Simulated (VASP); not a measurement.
# Ta2Sn3 (P1) in VASP: single point with PBE

Aim: the single point of Ta2Sn3 with PBE.

Program: VASP 6.6.1. These are calculated values, not measurements. Logs are shortened: lines on timing, memory, paths and dates and some standing lists are left out, and cuts for length are marked.

**1. The cell of the first run**

The typed cell holds 10 atoms: a = 4.718 Å, b = 4.986 Å, c = 11.476 Å, α = 87.42°, β = 89.98°, γ = 118.25°.

**2. Single point, PBE**

INCAR reads:

```
SYSTEM = Ta2Sn3
PREC = Accurate
ENCUT = 520
EDIFF = 1E-6
ISMEAR = 0
SIGMA = 0.2
LREAL = .FALSE.
LASPH = .TRUE.
NELM = 80
ALGO = Fast
ISIF = 2
LWAVE = .FALSE.
LCHARG = .FALSE.
GGA = PE
NBANDS = 75
```

KPOINTS reads:

```
Automatic mesh
0
G
  6 6 2
  0 0 0
```

POSCAR reads:

```
Ta2Sn3
1.0
    4.7183984697     -0.0019758025      0.0003667849
   -2.3582410720      4.3914726668      0.1103287286
    0.0025767987      0.2999408205     11.4719858267
Ta Sn
4 6
Direct
    0.6797258150      0.3592709762      0.4519306635
    0.6797668408      0.3595281707      0.9519499221
    0.3202084716      0.6405849154      0.0480719773
    0.3199777988      0.6403004553      0.5480488054
   -0.0001210326     -0.0001749830      0.5000301039
    0.0000019840      0.0000616074      0.9999664421
    0.6595329671      0.3191547698      0.1970234312
    0.6597196193      0.3191445822      0.6970101578
    0.3404111759      0.6810204857      0.3029758500
    0.3407763603      0.6811090202      0.8029926469
```

Potentials or basis: VASP PAW PBE potentials, release 64 (Ta_pv, Sn_d).

Launch:

```sh
$ cat potpaw_PBE.64/Ta_pv/POTCAR potpaw_PBE.64/Sn_d/POTCAR > POTCAR
$ mpirun -np 1 vasp_std > vasp.out
```

OUTCAR:

```text
SYSTEM = Ta2Sn3
   PREC = Accurate
   ENCUT = 520
   EDIFF = 1E-6
   ISMEAR = 0
   LREAL = .FALSE.
   LASPH = .TRUE.
   NELM = 80
   ISIF = 2
   GGA = PE

 ion  position               nearest neighbor table
   1  0.680  0.359  0.452-   8 2.81   5 2.88   5 2.88   5 2.89   4 2.91   4 2.91   7 2.94   9 3.20
                             9 3.20   4 3.29   9 3.51
   2  0.680  0.360  0.952-   7 2.81   6 2.88   6 2.88   6 2.89   3 2.91   3 2.91   8 2.94  10 3.20
                            10 3.20   3 3.29  10 3.51
   3  0.320  0.641  0.048-  10 2.81   6 2.88   6 2.88   6 2.89   2 2.91   2 2.91   9 2.94   7 3.20
                             7 3.20   2 3.29   7 3.51
   4  0.320  0.640  0.548-   9 2.81   5 2.88   5 2.88   5 2.89   1 2.91   1 2.91  10 2.94   8 3.20
                             8 3.20   1 3.29   8 3.51
   5  1.000  1.000  0.500-   4 2.88   1 2.88   1 2.88   4 2.88   4 2.89   1 2.89   9 3.60   8 3.60
                             9 3.60   8 3.60   8 3.65   9 3.66
   6  0.000  0.000  1.000-   2 2.88   3 2.88   2 2.88   3 2.88   2 2.89   3 2.89  10 3.60  10 3.60
                             7 3.60   7 3.60  10 3.66   7 3.66
   7  0.660  0.319  0.197-   2 2.81   1 2.94   9 3.00   9 3.13   9 3.13   3 3.20   3 3.20   3 3.51
                             6 3.60   6 3.60   6 3.66
   8  0.660  0.319  0.697-   1 2.81   2 2.94  10 3.00  10 3.13  10 3.13   4 3.20   4 3.20   4 3.51
                             5 3.60   5 3.60   5 3.65
   9  0.340  0.681  0.303-   4 2.81   3 2.94   7 3.00   7 3.13   7 3.13   1 3.20   1 3.20   1 3.51
                             5 3.60   5 3.60   5 3.66
  10  0.341  0.681  0.803-   3 2.81   4 2.94   8 3.00   8 3.13   8 3.13   2 3.20   2 3.20   2 3.51
                             6 3.60   6 3.60   6 3.66

  LATTYP: Found a triclinic cell.
 ALAT       =     4.9850054323
 B/A-ratio  =     0.9465183061
 C/A-ratio  =     2.3020850536
 COS(alpha) =     0.0002913038
 COS(beta)  =     0.0453187132
 COS(gamma) =     0.4730842812

  Lattice vectors:

 A1 = (  -2.3601573977,  -4.3894968643,  -0.1106955135)
 A2 = (  -4.7183984697,   0.0019758025,  -0.0003667849)
 A3 = (  -0.0025767987,  -0.2999408205, -11.4719858267)

Analysis of symmetry for initial positions (statically):
=====================================================================
 Subroutine PRICEL returns:
 Original cell was already a primitive cell.

 Routine SETGRP: Setting up the symmetry group for a
 triclinic supercell.

 Subroutine GETGRP returns: Found  1 space group operations
 (whereof  1 operations were pure point group operations)
 out of a pool of  2 trial point group operations.

The static configuration has the point symmetry C_1 .

Analysis of symmetry for dynamics (positions and initial velocities):
=====================================================================
 Subroutine PRICEL returns:
 Original cell was already a primitive cell.

 Routine SETGRP: Setting up the symmetry group for a
 triclinic supercell.

 Subroutine GETGRP returns: Found  1 space group operations
 (whereof  1 operations were pure point group operations)
 out of a pool of  2 trial point group operations.

The dynamic configuration has the point symmetry C_1 .

 Subroutine INISYM returns: Found  1 space group operations
 (whereof  1 operations are pure point group operations),
 and found     1 'primitive' translations

----------------------------------------------------------------------------------------

                                     Primitive cell

  volume of cell :     237.4979

  direct lattice vectors                    reciprocal lattice vectors
     4.718398470 -0.001975803  0.000366785     0.211984254  0.113912543 -0.003025916
    -2.358241072  4.391472667  0.110328729     0.000095901  0.227915253 -0.005958980
     0.002576799  0.299940820 11.471985827    -0.000007700 -0.002195555  0.087226272

  length of vectors
     4.718398898  4.985830479 11.475906498     0.240671036  0.227993161  0.087253900

  position of ions in fractional coordinates (direct lattice)
     0.679725815  0.359270976  0.451930664
     0.679766841  0.359528171  0.951949922
     0.320208472  0.640584915  0.048071977
     0.319977799  0.640300455  0.548048805
     0.999878967  0.999825017  0.500030104
     0.000001984  0.000061607  0.999966442
     0.659532967  0.319154770  0.197023431
     0.659719619  0.319144582  0.697010158
     0.340411176  0.681020486  0.302975850
     0.340776360  0.681109020  0.802992647

  ion indices of the primitive-cell ions
   primitive index   ion index
                 1           1
                 2           2
                 3           3
                 4           4
                 5           5
                 6           6
                 7           7
                 8           8
                 9           9
                10          10

----------------------------------------------------------------------------------------

 KPOINTS: Automatic mesh

Automatic generation of k-mesh.
 Grid dimensions read from file:
 generate k-points for:    6    6    2

 Generating k-lattice:

  Cartesian coordinates                     Fractional coordinates (reciprocal lattice)
     0.035330709  0.018985424 -0.000504319     0.166666667  0.000000000 -0.000000000
     0.000015984  0.037985876 -0.000993163    -0.000000000  0.166666667 -0.000000000
    -0.000003850 -0.001097778  0.043613136     0.000000000  0.000000000  0.500000000

  Length of vectors
     0.040111839  0.037998860  0.043626950

  Shift w.r.t. Gamma in fractional coordinates (k-lattice)
     0.000000000  0.000000000  0.000000000

 Subroutine IBZKPT returns following result:
 ===========================================

 Found     40 irreducible k-points:

 Following reciprocal coordinates:
            Coordinates               Weight
  0.000000  0.000000  0.000000      1.000000
  0.166667  0.000000  0.000000      2.000000
  0.333333  0.000000  0.000000      2.000000
  0.500000 -0.000000  0.000000      1.000000
 -0.000000  0.166667 -0.000000      2.000000
  0.166667  0.166667  0.000000      2.000000
[... 16 lines left out ...]
  0.333333 -0.000000  0.500000      2.000000
  0.500000  0.000000  0.500000      1.000000
 [... further k-points ...]
   k-points           NKPTS =     40   k-points in BZ     NKDIM =     40   number of bands    NBANDS=     75
   number of dos      NEDOS =    301   number of ions     NIONS =     10
   total plane-waves  NPLWV = 129600
   dimension x,y,z NGX =    36 NGY =   40 NGZ =   90
   dimension x,y,z NGXF=    72 NGYF=   80 NGZF=  180
   ions per type =               4   6
   NGX,Y,Z   is equivalent  to a cutoff of  12.68, 13.34, 13.04 a.u.
   NGXF,Y,Z  is equivalent  to a cutoff of  25.37, 26.67, 26.08 a.u.
 SYSTEM =  Ta2Sn3
   PREC   = accura    normal or accurate (medium, high low for compatibility)
   ISTART =      0    job   : 0-new  1-cont  2-samecut
   ICHARG =      2    charge: 1-file 2-atom 10-const
   ISPIN  =      1    spin polarized calculation?
   LNONCOLLINEAR =      F non collinear calculations
   LSORBIT =      F    spin-orbit coupling
   LASPH  =      T    aspherical Exc in radial PAW
   ENCUT  =  520.0 eV  38.22 Ry    6.18 a.u.   8.77  9.27 21.34*2*pi/ulx,y,z
   NELM   =     80;   NELMIN=  2; NELMDL= -5     # of ELM steps
   EDIFF  = 0.1E-05   stopping-criterion for ELM
   LREAL  =      F    real-space projection
   EDIFFG = 0.1E-04   stopping-criterion for IOM
   NSW    =      0    number of steps for IOM
   IBRION =     -1    ionic relax: 0-MD 1-quasi-New 2-CG
   NFREE  =      0    steps in history (QN), initial steepest desc. (CG)
   ISIF   =      2    stress and relaxation
   ISYM   =      2    0-nonsym 1-usesym 2-fastsym
   POTIM  = 0.5000    time-step for ionic-motion
   TEBEG  =    0.0;   TEEND  =   0.0 temperature during run
   PSTRESS=    0.0 pullay stress
   NELECT =     128.0000    total number of electrons
   NUPDOWN=      -1.0000    fix difference up-down
   EMIN   =  10.00;   EMAX   =-10.00  energy-range for DOS
   EFERMI =   0.00;   METHOD = LEGACY
   ISMEAR =     0;   SIGMA  =   0.20  broadening in eV -4-tet -1-fermi 0-gaus
   EFERMI_NEDOS =   21; number of points for ismear=-14 and -15
   IALGO  =     68    algorithm
   IMIX   =      4    mixing-type and parameters
     AMIX     =   0.40;   BMIX     =  1.00
     AMIX_MAG =   1.60;   BMIX_MAG =  1.00
  volume/ion in A,a.u.               =      23.75       160.27
  Fermi-wavevector in a.u.,A,eV,Ry     =   1.332268  2.517621 24.149493  1.774938
  Thomas-Fermi vector in A             =   2.461216
   LORBIT       =      0    0 simple, 1 ext, 2 COOP (PROOUT), +10 PAW based schemes
   GGA     = PE    functional components
   LHFCALC =     F    Hartree Fock is set to
   AEXX    =    0.0000 exact exchange contribution
   IVDW    =     0    specifies the selected vdW correction
   LEPSILON=     F    determine dielectric tensor
   LRPA    =     F    only Hartree local field effects (RPA)
 non-spin polarized calculation
 RMM-DIIS sequential band-by-band and
 Gauss-broadening in eV      SIGMA  =   0.20
  energy-cutoff  :      520.00
  volume of cell :      237.50
 maximum number of plane-waves:      6413
   NGX = 17   NGY = 19   NGZ = 43

 number of electron     128.0000000 magnetization

 Free energy of the ion-electron system (eV)
  ---------------------------------------------------
  ext. energy  EPLUGINS =         0.00000000
  ---------------------------------------------------
  free energy    TOTEN  =       -69.07355778 eV

  energy without entropy =      -68.99869076  energy(sigma->0) =      -69.03612427

 E-fermi :   7.3831     XC(G=0): -10.9023

 val. band max:        7.3658195711   @ k =   0.1667   0.5000  -0.0000
 cond. band min:       7.4110826850   @ k =   0.0000   0.3333   0.5000
 fundamental gap:      0.0452631139
 Fermi energy:         7.3831195955

 k-point     1 :       0.0000    0.0000    0.0000
  band No.  band energies     occupation
      1     -27.2994      2.00000
      2     -27.2960      2.00000
      3     -27.2924      2.00000
      4     -27.2923      2.00000
      5     -27.2893      2.00000
      6     -27.2852      2.00000
[... 67 lines left out ...]
     74      10.1909      0.00000
     75      10.2946      0.00000

 k-point     2 :       0.1667    0.0000    0.0000
  band No.  band energies     occupation
      1     -27.3237      2.00000
      2     -27.3211      2.00000
      3     -27.3071      2.00000
      4     -27.3037      2.00000
      5     -27.2692      2.00000
      6     -27.2680      2.00000
[... 67 lines left out ...]
     74      10.2688      0.00000
     75      10.6099      0.00000

 k-point     3 :       0.3333    0.0000    0.0000
  band No.  band energies     occupation
      1     -27.3437      2.00000
      2     -27.3407      2.00000
      3     -27.3246      2.00000
      4     -27.3213      2.00000
      5     -27.2753      2.00000
      6     -27.2746      2.00000
[... 1627 lines left out ...]
     74       9.9942      0.00000
     75      10.2992      0.00000

 k-point    24 :       0.5000    0.0000    0.5000
  band No.  band energies     occupation
      1     -27.3466      2.00000
      2     -27.3464      2.00000
      3     -27.3341      2.00000
      4     -27.3340      2.00000
      5     -27.2797      2.00000
      6     -27.2796      2.00000
[... 67 lines left out ...]
     74       9.8993      0.00000
     75      10.7857      0.00000

 [... further k-points ...]
[... 5 lines left out ...]
  --------------------------------------------------------------------------------------
  -------------------------------------------------------------------------------------
  Total       -0.0715686      0.0117348     -0.0292617      0.0140092     -0.0089050     -0.0100080
  in kB       -0.4828066      0.0791639     -0.1974016      0.0945071     -0.0600740     -0.0675149
  external PRESSURE =      -0.2003481 kB  Pullay stress =       0.0000000 kB

 VOLUME and BASIS-vectors are now :
 -----------------------------------------------------------------------------
  energy-cutoff  :      520.00
  volume of cell :      237.50
      direct lattice vectors                 reciprocal lattice vectors
     4.718398470 -0.001975803  0.000366785     0.211984254  0.113912543 -0.003025916
    -2.358241072  4.391472667  0.110328729     0.000095901  0.227915253 -0.005958980
     0.002576799  0.299940820 11.471985827    -0.000007700 -0.002195555  0.087226272

 POSITION                                       TOTAL-FORCE (eV/Angst)
 -----------------------------------------------------------------------------------
      2.36113      1.71194      5.22443        -0.005940     -0.003420      0.008428
      2.36201      1.86304     10.96067         0.000762     -0.004746      0.007211
      0.00034      2.82690      0.62227         0.000618      0.003278     -0.009647
      0.00121      2.97561      6.35797         0.006571      0.006029     -0.007865
      2.36129      4.53871      5.84701         0.000049     -0.000670     -0.000908
      0.00244      0.30020     11.47161         0.000243      0.000335      0.001410
      2.35980      1.45935      2.29570        -0.001846     -0.004920      0.008622
      2.36200      1.60927      8.03154        -0.002493     -0.004412      0.011735
      0.00097      3.08089      3.55100         0.003080      0.004693     -0.007851
      0.00377      3.23125      9.28719        -0.001044      0.003833     -0.011136
 -----------------------------------------------------------------------------------
    total drift:                               -0.000063     -0.000077     -0.000014

  FREE ENERGIE OF THE ION-ELECTRON SYSTEM (eV)
  ---------------------------------------------------
  free  energy   TOTEN  =       -69.0735577842 eV

  energy  without entropy=      -68.9986907564  energy(sigma->0) =      -69.03612427
```

It took 16 min on 1 thread of Intel Xeon Platinum 8488C (Sapphire Rapids), shared host; peak memory 0.67 GiB.

What came out:

- Free energy: -69.0736 eV
- Pressure: 0.0 GPa
- Largest force: 0.013 eV/Å
- Band gap on the k mesh: zero (band 64 reaches 7.80 eV, above the bottom of band 65 at 7.26 eV)

Forces in eV/Å, atoms in the order of the input:
```
Ta  -0.006 -0.003  0.008
Ta   0.001 -0.005  0.007
Ta   0.001  0.003 -0.010
Ta   0.007  0.006 -0.008
Sn   0.000 -0.001 -0.001
Sn   0.000  0.000  0.001
Sn  -0.002 -0.005  0.009
Sn  -0.002 -0.004  0.012
Sn   0.003  0.005 -0.008
Sn  -0.001  0.004 -0.011
```

Levels at points of the mesh, in eV from the Fermi level:
```
           k point  band 61  band 62  band 63  band 64  band 65  band 66  band 67  band 68
(0.00, 0.00, 0.00)    -1.35    -0.91    -0.78    -0.21     0.28     0.30     0.53     1.64
(0.50, 0.00, 0.00)    -1.33    -1.11    -1.00    -0.83     0.06     0.09     1.17     1.47
(0.00, 0.50, 0.00)    -1.22    -1.15    -1.09    -0.86     0.04     0.48     1.01     1.12
(0.50, 0.50, 0.00)    -1.33    -1.11    -1.00    -0.83     0.07     0.09     1.17     1.47
(0.00, 0.00, 0.50)    -1.11    -1.11    -1.03    -1.03     0.85     0.85     0.96     0.96
(0.50, 0.00, 0.50)    -1.07    -1.07    -0.92    -0.92     0.11     0.11     0.80     0.80
(0.00, 0.50, 0.50)    -1.04    -1.04    -0.49    -0.49    -0.02    -0.02     0.50     0.50
(0.50, 0.50, 0.50)    -1.07    -1.07    -0.92    -0.92     0.11     0.11     0.80     0.80
```

Caveat: spin-orbit coupling is left out, which moves the levels of the heavy elements.
